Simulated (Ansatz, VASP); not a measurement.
This is a calculation of Pd for VASP 6.6.1.

The input INCAR:

```
SYSTEM = Pd
PREC     = Accurate       ! precision mode
ENCUT    = 600            ! plane-wave cutoff, eV
EDIFF    = 1E-6           ! SCF threshold, eV
ISMEAR   = -1             ! smearing method
SIGMA    = 0.05           ! smearing width, eV
LREAL    = .FALSE.        ! projectors in reciprocal space
LASPH    = .TRUE.         ! aspherical terms in the spheres
NELM     = 60             ! most SCF steps
ALGO     = Normal         ! electronic algorithm
ISIF     = 3              ! what is computed and relaxed
LWAVE    = .FALSE.        ! write WAVECAR
LCHARG   = .FALSE.        ! write CHGCAR
IBRION   = 2              ! ionic algorithm
NSW      = 60             ! ionic steps
EDIFFG   = -0.01          ! ionic threshold
```

Contents of KPOINTS:

```
Automatic mesh
0
G
  12 12 12
  0 0 0
```

The input POSCAR:

```
Pd
1.0
    0.0000000000      1.9465000000      1.9465000000
    1.9465000000      0.0000000000      1.9465000000
    1.9465000000      1.9465000000      0.0000000000
Pd
1
Direct
    0.0000000000      0.0000000000      0.0000000000
```

Potentials or basis: VASP PAW LDA potentials, release 64 (Pd).

Run with:

```bash
$ cat potpaw_LDA.64/Pd/POTCAR > POTCAR
$ mpirun -np 1 vasp_std > vasp.out
```

Question: Translate it to Ansatz 0.2.0. Potentials there: Ansatz PAW.

Answer: As run (the cutoff follows the program's own potentials):

Contents of input.yaml:

```yaml
crystal:
  lattice:
    - [0.0, 1.9465, 1.9465]
    - [1.9465, 0.0, 1.9465]
    - [1.9465, 1.9465, 0.0]
  atoms:
    - { symbol: Pd, position: [0.0, 0.0, 0.0] }
hamiltonian:
  xc: lda
  pseudopotentials: { kind: paw }
kpoints:
  mp_grid: { grid: [12, 12, 12] }
scf:
  occupations: { method: fermi_dirac, width: 0.05 }
output:
  forces: true
  stress: true
  eigenvalues: true
relax:
  f_tol: 0.01
  max_steps: 40
  cell: { stress_tol: 0.05 }
```

Potentials or basis: Ansatz PAW.

Command:

```sh
$ ansatz run input.yaml --threads 2 --pin off --max-ram 5632MiB --backend cpu --events-out ev --progress --plain --runs-dir out
```

Both were run:

|  | VASP | Ansatz | Ansatz less VASP |
| --- | --- | --- | --- |
| gap on the k mesh at the Fermi level, each at its own relaxed structure (eV) | none | none | - |
| relaxed volume (Å³/atom) | 14.15 | 14.13 | -0.017 |
| relaxed cell length with the largest relative difference (Å) | 2.715 | 2.714 | -0.0011 |

LDA's correlation is that of Perdew and Zunger in VASP and of Perdew and Wang (1992) in Ansatz. A gap of «none» marks a metal or a gap that the smearing closes. VASP's potentials hold 10 valence electrons a cell and Ansatz's 18, so a difference there can come from the potentials and not from the codes.

Noted on Ansatz's run: the plane-wave basis is chosen anew once the cell has moved, so the energies of steps on either side of that aren't comparable.
